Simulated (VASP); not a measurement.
# PbSe in VASP: a series of runs, part 3 of 3

VASP 6.6.1.

**6. Electric field gradients, PBEsol (equal xy, yz and zx shear strains of +1 %)**

Input file INCAR:

```
PREC = Accurate
ENCUT = 400
EDIFF = 1E-8
ISMEAR = -1
SIGMA = 0.01
LREAL = False
LASPH = True
NELM = 120
ALGO = Normal
ISIF = 2
LWAVE = False
LCHARG = False
GGA = PS
LEFG = True
NBANDS = 17
GGA_COMPAT = False
```

Input file KPOINTS:

```
regular mesh
0
Gamma
  9 9 9
```

Input file POSCAR:

```
PbSe
1.0
    0.0306215000      3.0774607500      3.0774607500
    3.0774607500      0.0306215000      3.0774607500
    3.0774607500      3.0774607500      0.0306215000
Pb Se
1 1
Direct
    0.0000000000      0.0000000000      0.0000000000
    0.5000000000      0.5000000000      0.5000000000
```

Potentials or basis: VASP PAW PBE potentials, release 64 (Pb_d, Se).

Command:

```
$ cat potpaw_PBE.64/Pb_d/POTCAR potpaw_PBE.64/Se/POTCAR > POTCAR
$ mpirun -np 1 vasp_std > vasp.out
```

OUTCAR:

```text
PREC = Accurate
   ENCUT = 400
   EDIFF = 1E-8
   ISMEAR = -1
   LREAL = False
   LASPH = True
   NELM = 120
   ISIF = 2
   GGA = PS

 ion  position               nearest neighbor table
   1  0.000  0.000  0.000-   2 3.06   2 3.06   2 3.06   2 3.06   2 3.06   2 3.06
   2  0.500  0.500  0.500-   1 3.06   1 3.06   1 3.06   1 3.06   1 3.06   1 3.06

  LATTYP: Found a trigonal (rhomboedric) cell.
 ALAT       =     4.3522944537
 COS(alpha) =     0.5099250056

  Lattice vectors:

 A1 = (   0.0306215000,   3.0774607500,   3.0774607500)
 A2 = (   3.0774607500,   0.0306215000,   3.0774607500)
 A3 = (   3.0774607500,   3.0774607500,   0.0306215000)

Analysis of symmetry for initial positions (statically):
=====================================================================
 Subroutine PRICEL returns:
 Original cell was already a primitive cell.

 Routine SETGRP: Setting up the symmetry group for a
 trigonal (rhombohedral) supercell.

 Subroutine GETGRP returns: Found 12 space group operations
 (whereof 12 operations were pure point group operations)
 out of a pool of 12 trial point group operations.

The static configuration has the point symmetry D_3d.

Analysis of symmetry for dynamics (positions and initial velocities):
=====================================================================
 Subroutine PRICEL returns:
 Original cell was already a primitive cell.

 Routine SETGRP: Setting up the symmetry group for a
 trigonal (rhombohedral) supercell.

 Subroutine GETGRP returns: Found 12 space group operations
 (whereof 12 operations were pure point group operations)
 out of a pool of 12 trial point group operations.

[... 157 lines left out ...]
      2     -11.8530      2.00000
      3     -11.8500      2.00000
      4     -11.8472      2.00000
      5     -11.8472      2.00000
      6      -8.7015      2.00000
[... 457 lines left out ...]
      4     -11.8075      2.00000
      5     -11.8055      2.00000
      6      -7.3118      2.00000
[... 9 lines left out ...]
     16      16.2854      0.00000
     17      17.3551      0.00000

 [... further k-points ...]

------------------------ aborting loop because EDIFF is reached ----------------------------------------

  FORCE on cell =-STRESS in cart. coord.  units (eV):
  Direction    XX          YY          ZZ          XY          YZ          ZX
  --------------------------------------------------------------------------------------
  -------------------------------------------------------------------------------------
  Total       -0.2134981     -0.2134981     -0.2134981     -0.0645422     -0.0645422     -0.0645422
  in kB       -5.9570011     -5.9570011     -5.9570011     -1.8008508     -1.8008508     -1.8008508
  external PRESSURE =      -5.9570011 kB  Pullay stress =       0.0000000 kB

 VOLUME and BASIS-vectors are now :
 -----------------------------------------------------------------------------
  energy-cutoff  :      400.00
  volume of cell :       57.42
      direct lattice vectors                 reciprocal lattice vectors
     0.030621500  3.077460750  3.077460750    -0.164916888  0.163292091  0.163292091
     3.077460750  0.030621500  3.077460750     0.163292091 -0.164916888  0.163292091
     3.077460750  3.077460750  0.030621500     0.163292091  0.163292091 -0.164916888

 POSITION                                       TOTAL-FORCE (eV/Angst)
 -----------------------------------------------------------------------------------
      0.00000      0.00000      0.00000        -0.000000      0.000000     -0.000000
      3.09277      3.09277      3.09277         0.000000     -0.000000      0.000000
 -----------------------------------------------------------------------------------
    total drift:                               -0.000000      0.000000      0.000000

  FREE ENERGIE OF THE ION-ELECTRON SYSTEM (eV)
  ---------------------------------------------------
  free  energy   TOTEN  =        -8.9153135900 eV

  energy  without entropy=       -8.9153135900  energy(sigma->0) =       -8.91531359

 Electric field gradients (V/A^2)
---------------------------------------------------------------------
 ion       V_xx      V_yy      V_zz      V_xy      V_xz      V_yz
---------------------------------------------------------------------
   1      -0.000    -0.000    -0.000    -0.972    -0.972    -0.972
   2       0.000    -0.000    -0.000     3.400     3.400     3.400
---------------------------------------------------------------------

 Electric field gradients after diagonalization (V/A^2)
 (convention: |V_zz| > |V_xx| > |V_yy|)
----------------------------------------------------------------------
 ion       V_xx      V_yy      V_zz     asymmetry (V_yy - V_xx)/ V_zz
----------------------------------------------------------------------
   1       0.972     0.972    -1.944       0.000
   2      -3.400    -3.400     6.799       0.000
----------------------------------------------------------------------

           NMR quadrupolar parameters

 Cq : quadrupolar parameter    Cq=e*Q*V_zz/h
 eta: asymmetry parameters     (V_yy - V_xx)/ V_zz
 Q  : nuclear electric quadrupole moment in mb (millibarn)
----------------------------------------------------------------------
 ion       Cq(MHz)       eta       Q (mb)
----------------------------------------------------------------------
   1      -0.005       0.000       1.000
   2       0.016       0.000       1.000
----------------------------------------------------------------------
```

It took 1.7 min on 1 thread of Intel Xeon 8259CL, shared host; peak memory 0.19 GiB.

Results:

```yaml
Free_energy: -8.9153 eV
Pressure: -0.6 GPa
Band_gap_on_the_k_mesh: 0.57 eV (least direct gap 0.64 eV)
Largest_electric_field_gradient_by_atom: Pb -1.9; Se +6.8 V/Å²
```

Electric field gradients, principal values (V/Å²):
```csv
atom,least,middle,greatest (by size)
1 Pb,0.972,0.972,-1.944
2 Se,-3.400,-3.400,6.799
```

Caveat: the cell differs from its parent crystal (equal xy, yz and zx shear strains of +1 %); without QUAD_EFG the Cq values of the log hold for a quadrupole moment of 1 mb, not for the nuclei; the PAW data sets were made with another functional, which shifts forces and pressure a little; spin-orbit coupling is left out, which moves the levels of the heavy elements; an odd mesh through Γ misses points on the zone boundary, where band edges can lie.

**7. Summary**

| task | cell | k mesh for the DOS | occupations for the DOS | gap on the mesh (eV) | pressure (GPa) |
| --- | --- | --- | --- | --- | --- |
| electric field gradients | a = 4.415 Å, angles 60.0°, 2 atoms | - | - | - | -3.2 |
| single point | a = 4.331 Å, angles 60.0°, 2 atoms | 14 × 14 × 14 | tetrahedron | - | - |
| electric field gradients | a = 4.288 Å, angles 61.3°, 2 atoms | - | - | 0.47 | -0.6 |
| electric field gradients | a = 4.352 Å, angles 59.3°, 2 atoms | - | - | 0.57 | -0.6 |

Alike in all rows: level PBEsol; potentials or basis VASP PAW PBE potentials, release 64 (Pb_d, Se); no spin polarisation; k mesh 9 × 9 × 9; cutoff (eV) 400; smearing fermi-dirac 0.01 eV.

Caveats: the PAW data sets were made with another functional, which shifts forces and pressure a little; spin-orbit coupling is left out, which moves the levels of the heavy elements; an odd mesh through Γ misses points on the zone boundary, where band edges can lie (at least some runs); the cell stands under tension (at least some runs).

Total energies depend on the potentials used, so only differences within one code and one set of settings carry meaning.
